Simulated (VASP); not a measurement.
The system is Bi.

```
Bi
1.0
    -1.99455    1.99455    1.99455
     1.99455   -1.99455    1.99455
     1.99455    1.99455   -1.99455
Bi
1
Direct
  0.00000 0.00000 0.00000
```

Base run:

| Property | Result |
| --- | --- |
| Program | VASP 6.6.1 |
| Functional | LDA |
| Potentials or basis | VASP PAW LDA potentials, release 64 (Bi_d) |
| Cutoff | 520 eV |
| k mesh | 9 × 9 × 9 |
| Occupations | fermi-dirac, width 0.05 eV |
| Spin | no spin polarisation |

Its results: pressure -4.2 GPa.

Q: The run is repeated on the same cell with these changes: functional from LDA to r2SCAN; potentials or basis from VASP PAW LDA potentials, release 64 (Bi_d) to VASP PAW PBE potentials, release 64 (Bi_d). What comes out?

A: Pressure -1.0 GPa.

Caveats: the PAW data sets were made with another functional, which shifts forces and pressure a little (some runs).
